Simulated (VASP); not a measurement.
# Be16P in VASP: single point with PBEsol

Aim: the single point of Be16P with PBEsol.

Program: VASP 6.6.1. These are calculated values, not measurements. Logs are shortened: lines on timing, memory, paths and dates and some standing lists are left out, and cuts for length are marked.

## 1. The cell of the first run

The cell holds a slab with vacuum, 17 atoms: a = 4.580 Å, b = 4.580 Å, c = 16.383 Å, α = 90.00°, β = 90.00°, γ = 60.00°.

## 2. Single point, PBEsol

The input, INCAR:

```
SYSTEM = Be16P
PREC     = Accurate       ! precision mode
ENCUT    = 520            ! plane-wave cutoff, eV
EDIFF    = 1E-7           ! SCF threshold, eV
ISMEAR   = -1             ! smearing method
SIGMA    = 0.15           ! smearing width, eV
LREAL    = Auto         
LASPH    = .True.         ! aspherical terms in the spheres
NELM     = 100            ! most SCF steps
ALGO     = Normal         ! electronic algorithm
ISIF     = 2              ! what is computed and relaxed
LWAVE    = .False.        ! write WAVECAR
LCHARG   = .False.        ! write CHGCAR
GGA      = PS             ! functional
NBANDS   = 32             ! bands
```

The input, KPOINTS:

```
regular mesh
0
Gamma
  1 1 1
  0 0 0
```

The input, POSCAR:

```
Be16P
1.0
    4.5800000000      0.0000000000      0.0000000000
    2.2900000000      3.9663960000      0.0000000000
    0.0000000000      0.0000000000     16.3826450000
Be P
16 1
Direct
   -0.1666666667      0.3333333333      0.0610402044
    0.3333333333      0.3333333333      0.0610402044
   -0.1666666667      0.8333333333      0.0610402044
    0.3333333333      0.8333333333      0.0610402044
   -0.0023656783      0.0034038457      0.1672836712
    0.4989052334      0.0028781796      0.1672671904
   -0.0010554123      0.5044370255      0.1682575066
    0.5007746243      0.4990180002      0.1673469089
   -0.1616325376      0.3383925861      0.2742327017
    0.3275005205      0.3353159896      0.2747871910
   -0.1680743340      0.8346277074      0.2750278725
    0.3329811628      0.8329354911      0.2706041668
    0.0053250467      0.0066599502      0.3774344741
    0.4898589650      0.0013720264      0.3785958250
   -0.0005392261      0.5186574916      0.3852442631
    0.5020403072      0.5016163288      0.3766214796
    0.3342946633      0.7932932062      0.4788596713
```

Potentials or basis: VASP PAW PBE potentials, release 64 (Be, P).

The run is started by

```sh
$ cat potpaw_PBE.64/Be/POTCAR potpaw_PBE.64/P/POTCAR > POTCAR
$ mpirun -np 1 vasp_gam > vasp.out
```

OUTCAR:

```text
SYSTEM = Be16P
   PREC = Accurate
   ENCUT = 520
   EDIFF = 1E-7
   ISMEAR = -1
   LREAL = Auto
   LASPH = .True.
   NELM = 100
   ISIF = 2
   GGA = PS

 ion  position               nearest neighbor table
   1  0.833  0.333  0.061-   5 2.18   8 2.18   7 2.21   3 2.29   3 2.29   4 2.29   4 2.29   2 2.29
                             2 2.29
   2  0.333  0.333  0.061-   6 2.18   8 2.19   7 2.20   4 2.29   3 2.29   4 2.29   3 2.29   1 2.29
                             1 2.29
   3  0.833  0.833  0.061-   7 2.19   6 2.19   5 2.19   1 2.29   1 2.29   2 2.29   2 2.29   4 2.29
                             4 2.29
   4  0.333  0.833  0.061-   8 2.19   6 2.19   5 2.19   2 2.29   1 2.29   2 2.29   1 2.29   3 2.29
                             3 2.29
   5  0.998  0.003  0.167-  12 2.15   1 2.18   3 2.19   4 2.19   9 2.20  11 2.21   8 2.27   7 2.28
                             6 2.29   6 2.29   7 2.30   8 2.31
   6  0.499  0.003  0.167-  12 2.15   2 2.18   3 2.19   4 2.19  10 2.20  11 2.20   8 2.28   5 2.29
                             7 2.29   7 2.29   5 2.29   8 2.30
   7  0.999  0.504  0.168-   9 2.17  10 2.18  11 2.19   3 2.19   2 2.20   1 2.21   5 2.28   8 2.29
                             6 2.29   6 2.29   8 2.29   5 2.30
   8  0.501  0.499  0.167-  12 2.15   1 2.18   2 2.19   4 2.19   9 2.20  10 2.21   5 2.27   6 2.28
                             7 2.29   7 2.29   6 2.30   5 2.31
   9  0.838  0.338  0.274-  13 2.14  16 2.14   7 2.17   5 2.20   8 2.20  10 2.23  11 2.26  15 2.27
                            12 2.29  12 2.29  11 2.32  10 2.35
  10  0.328  0.335  0.275-  16 2.15  14 2.16   7 2.18   6 2.20   8 2.21  15 2.23   9 2.23  11 2.28
                            12 2.29  12 2.29  11 2.30   9 2.35
  11  0.832  0.835  0.275-  13 2.17  14 2.17   7 2.19  15 2.20   6 2.20   5 2.21   9 2.26  10 2.28
                            12 2.29  12 2.29  10 2.30   9 2.32
  12  0.333  0.833  0.271-   8 2.15   5 2.15   6 2.15  16 2.18  13 2.18  14 2.19  10 2.29  11 2.29
                             9 2.29   9 2.29  11 2.29  10 2.29
  13  0.005  0.007  0.377-  17 2.12   9 2.14  11 2.17  12 2.18  14 2.21  15 2.25  16 2.29  16 2.29
                            15 2.34  14 2.37
  14  0.490  0.001  0.379-  10 2.16  11 2.17  17 2.19  12 2.19  13 2.21  16 2.26  15 2.28  15 2.31
                            16 2.32  13 2.37
  15  0.999  0.519  0.385-  11 2.20  10 2.23  13 2.25   9 2.27  16 2.27  14 2.28  14 2.31  16 2.32
                            13 2.34
  16  0.502  0.502  0.377-  17 2.04   9 2.14  10 2.15  12 2.18  14 2.26  15 2.27  13 2.29  13 2.29
                            14 2.32  15 2.32
  17  0.334  0.793  0.479-  16 2.04  13 2.12  14 2.19

  LATTYP: Found a hexagonal cell.
 ALAT       =     4.5799996975
 C/A-ratio  =     3.5769969612

  Lattice vectors:

 A1 = (  -2.2900000000,  -3.9663960000,   0.0000000000)
 A2 = (   4.5800000000,   0.0000000000,   0.0000000000)
 A3 = (   0.0000000000,   0.0000000000,  16.3826450000)

Analysis of symmetry for initial positions (statically):
=====================================================================
 Subroutine PRICEL returns:
 Original cell was already a primitive cell.

 Routine SETGRP: Setting up the symmetry group for a
 hexagonal supercell.

 Subroutine GETGRP returns: Found  1 space group operations
 (whereof  1 operations were pure point group operations)
 out of a pool of 24 trial point group operations.

The static configuration has the point symmetry C_1 .

Analysis of symmetry for dynamics (positions and initial velocities):
=====================================================================
 Subroutine PRICEL returns:
 Original cell was already a primitive cell.

 Routine SETGRP: Setting up the symmetry group for a
 hexagonal supercell.

 Subroutine GETGRP returns: Found  1 space group operations
 (whereof  1 operations were pure point group operations)
 out of a pool of 24 trial point group operations.

The dynamic configuration has the point symmetry C_1 .

 Subroutine INISYM returns: Found  1 space group operations
 (whereof  1 operations are pure point group operations),
 and found     1 'primitive' translations

----------------------------------------------------------------------------------------

                                     Primitive cell

  volume of cell :     297.6087

  direct lattice vectors                    reciprocal lattice vectors
     4.580000000  0.000000000  0.000000000     0.218340611 -0.126059022  0.000000000
     2.290000000  3.966396000  0.000000000     0.000000000  0.252118044  0.000000000
     0.000000000  0.000000000 16.382645000     0.000000000  0.000000000  0.061040204

  length of vectors
     4.580000000  4.579999697 16.382645000     0.252118027  0.252118044  0.061040204

  position of ions in fractional coordinates (direct lattice)
     0.833333333  0.333333333  0.061040204
     0.333333333  0.333333333  0.061040204
     0.833333333  0.833333333  0.061040204
     0.333333333  0.833333333  0.061040204
     0.997634322  0.003403846  0.167283671
     0.498905233  0.002878180  0.167267190
[... 9 lines left out ...]
     0.502040307  0.501616329  0.376621480
     0.334294663  0.793293206  0.478859671

  ion indices of the primitive-cell ions
   primitive index   ion index
                 1           1
                 2           2
                 3           3
                 4           4
                 5           5
                 6           6
[... 9 lines left out ...]
                16          16
                17          17

----------------------------------------------------------------------------------------

 KPOINTS: regular mesh

Automatic generation of k-mesh.
 Grid dimensions read from file:
 generate k-points for:    1    1    1

 Generating k-lattice:

  Cartesian coordinates                     Fractional coordinates (reciprocal lattice)
     0.218340611 -0.126059022  0.000000000     1.000000000  0.000000000  0.000000000
     0.000000000  0.252118044  0.000000000     0.000000000  1.000000000  0.000000000
     0.000000000  0.000000000  0.061040204     0.000000000  0.000000000  1.000000000

  Length of vectors
     0.252118027  0.252118044  0.061040204

  Shift w.r.t. Gamma in fractional coordinates (k-lattice)
     0.000000000  0.000000000  0.000000000

 Subroutine IBZKPT returns following result:
 ===========================================

 Found      1 irreducible k-points:

 Following reciprocal coordinates:
            Coordinates               Weight
  0.000000  0.000000  0.000000      1.000000
   k-points           NKPTS =      1   k-points in BZ     NKDIM =      1   number of bands    NBANDS=     32
   number of dos      NEDOS =    301   number of ions     NIONS =     17
   total plane-waves  NPLWV = 163296
   dimension x,y,z NGX =    36 NGY =   36 NGZ =  126
   dimension x,y,z NGXF=    72 NGYF=   72 NGZF=  252
   ions per type =              16   1
   NGX,Y,Z   is equivalent  to a cutoff of  13.07, 13.07, 12.79 a.u.
   NGXF,Y,Z  is equivalent  to a cutoff of  26.13, 26.13, 25.57 a.u.
 SYSTEM =  Be16P
   PREC   = accura    normal or accurate (medium, high low for compatibility)
   ISTART =      0    job   : 0-new  1-cont  2-samecut
   ICHARG =      2    charge: 1-file 2-atom 10-const
   ISPIN  =      1    spin polarized calculation?
   LNONCOLLINEAR =      F non collinear calculations
   LSORBIT =      F    spin-orbit coupling
   LASPH  =      T    aspherical Exc in radial PAW
   ENCUT  =  520.0 eV  38.22 Ry    6.18 a.u.   8.52  8.52 30.46*2*pi/ulx,y,z
   NELM   =    100;   NELMIN=  2; NELMDL= -5     # of ELM steps
   EDIFF  = 0.1E-06   stopping-criterion for ELM
   LREAL  =      T    real-space projection
   EDIFFG = 0.1E-05   stopping-criterion for IOM
   NSW    =      0    number of steps for IOM
   IBRION =     -1    ionic relax: 0-MD 1-quasi-New 2-CG
   NFREE  =      0    steps in history (QN), initial steepest desc. (CG)
   ISIF   =      2    stress and relaxation
   ISYM   =      2    0-nonsym 1-usesym 2-fastsym
   POTIM  = 0.5000    time-step for ionic-motion
   TEBEG  =    0.0;   TEEND  =   0.0 temperature during run
   PSTRESS=    0.0 pullay stress
   NELECT =      37.0000    total number of electrons
   NUPDOWN=      -1.0000    fix difference up-down
   EMIN   =  10.00;   EMAX   =-10.00  energy-range for DOS
   EFERMI =   0.00;   METHOD = LEGACY
   ISMEAR =    -1;   SIGMA  =   0.15  broadening in eV -4-tet -1-fermi 0-gaus
   EFERMI_NEDOS =   21; number of points for ismear=-14 and -15
   IALGO  =     38    algorithm
   IMIX   =      4    mixing-type and parameters
     AMIX     =   0.40;   BMIX     =  1.00
     AMIX_MAG =   1.60;   BMIX_MAG =  1.00
  volume/ion in A,a.u.               =      17.51       118.14
  Fermi-wavevector in a.u.,A,eV,Ry     =   0.817072  1.544042  9.083335  0.667606
  Thomas-Fermi vector in A             =   1.927454
   LORBIT       =      0    0 simple, 1 ext, 2 COOP (PROOUT), +10 PAW based schemes
   GGA     = PS    functional components
   LHFCALC =     F    Hartree Fock is set to
   AEXX    =    0.0000 exact exchange contribution
   IVDW    =     0    specifies the selected vdW correction
   LEPSILON=     F    determine dielectric tensor
   LRPA    =     F    only Hartree local field effects (RPA)
 non-spin polarized calculation
  energy-cutoff  :      520.00
  volume of cell :      297.61
 maximum number of plane-waves:      4024
 NGX is ok and might be reduce to    36
   NGX = 17   NGY = 17   NGZ = 61

 number of electron      36.9999999 magnetization

 Free energy of the ion-electron system (eV)
  ---------------------------------------------------
  ext. energy  EPLUGINS =         0.00000000
  ---------------------------------------------------
  free energy    TOTEN  =       -62.69399412 eV

  energy without entropy =      -61.98123545  energy(sigma->0) =      -62.33761479

 E-fermi :  -0.6499     XC(G=0):  -6.3069

 val. band max:       -0.8134072062   @ k =   0.0000   0.0000   0.0000
 cond. band min:      -0.4231533621   @ k =   0.0000   0.0000   0.0000
 fundamental gap:      0.3902538441
 Fermi energy:        -0.6499298907

 k-point     1 :       0.0000    0.0000    0.0000
  band No.  band energies     occupation
      1     -10.5991      2.00000
      2      -8.9632      2.00000
      3      -7.5051      2.00000
      4      -5.3237      2.00000
      5      -3.2742      2.00000
      6      -3.2515      2.00000
[... 22 lines left out ...]
     29       5.4330      0.00000
     30       5.4806      0.00000
 [bands above 30 left out]

------------------------ aborting loop because EDIFF is reached ----------------------------------------

  FORCE on cell =-STRESS in cart. coord.  units (eV):
  Direction    XX          YY          ZZ          XY          YZ          ZX
  --------------------------------------------------------------------------------------
  -------------------------------------------------------------------------------------
  Total       -2.5028428      5.1229725    -20.5365148     -2.3076166     -1.0401044     -0.9008381
  in kB      -13.4740633     27.5795412   -110.5584025    -12.4230626     -5.5994057     -4.8496655
  external PRESSURE =     -32.1509748 kB  Pullay stress =       0.0000000 kB

 VOLUME and BASIS-vectors are now :
 -----------------------------------------------------------------------------
  energy-cutoff  :      520.00
  volume of cell :      297.61
      direct lattice vectors                 reciprocal lattice vectors
     4.580000000  0.000000000  0.000000000     0.218340611 -0.126059022  0.000000000
     2.290000000  3.966396000  0.000000000     0.000000000  0.252118044  0.000000000
     0.000000000  0.000000000 16.382645000     0.000000000  0.000000000  0.061040204

 POSITION                                       TOTAL-FORCE (eV/Angst)
 -----------------------------------------------------------------------------------
      4.58000      1.32213      1.00000         0.024599      0.014107      1.054698
      2.29000      1.32213      1.00000        -0.019375      0.004987      1.053240
      5.72500      3.30533      1.00000        -0.005397      0.008869      1.051709
      3.43500      3.30533      1.00000        -0.009111     -0.012805      1.073572
      4.57696      0.01350      2.74055        -0.003039     -0.015701     -0.108162
      2.29158      0.01142      2.74028         0.015535     -0.011334     -0.106585
[... 9 lines left out ...]
      3.44805      1.98961      6.17006         0.102309      0.440601     -0.298376
      3.34771      3.14651      7.84499        -0.709209     -0.660694     -1.004226
 -----------------------------------------------------------------------------------
    total drift:                                0.001844     -0.000015      0.000670

  FREE ENERGIE OF THE ION-ELECTRON SYSTEM (eV)
  ---------------------------------------------------
  free  energy   TOTEN  =       -62.6939941233 eV

  energy  without entropy=      -61.9812354522  energy(sigma->0) =      -62.33761479
```

Wall time 32 s (1 thread of Intel Xeon 6975P-C (Granite Rapids), shared host); peak memory 0.36 GiB.

Results:

| Quantity | Value |
| --- | --- |
| Free energy | -62.6940 eV |
| Largest force | 1.396 eV/Å |

Forces on the atoms (eV/Å):
```
Be   0.025  0.014  1.055
Be  -0.019  0.005  1.053
Be  -0.005  0.009  1.052
Be  -0.009 -0.013  1.074
Be  -0.003 -0.016 -0.108
Be   0.016 -0.011 -0.107
Be  -0.005 -0.017 -0.364
Be  -0.003  0.021 -0.111
Be  -0.134 -0.068 -0.327
Be   0.050 -0.065 -0.266
Be  -0.029  0.108 -0.059
Be  -0.011  0.014  0.165
Be   0.186 -0.168 -0.310
Be   0.262  0.021 -0.699
Be   0.287  0.386 -0.745
Be   0.102  0.441 -0.298
P   -0.709 -0.661 -1.004
```

Levels at points of the mesh, in eV from the Fermi level:
| k point | band 16 | band 17 | band 18 | band 19 | band 20 | band 21 | band 22 | band 23 |
| --- | --- | --- | --- | --- | --- | --- | --- | --- |
| (0.00, 0.00, 0.00) | -0.31 | -0.28 | -0.27 | -0.16 | 0.23 | 2.98 | 4.22 | 4.53 |

Caveat: the k points lie up to 1.58 Å⁻¹ apart; the PAW data sets were made with another functional, which shifts forces and pressure a little.
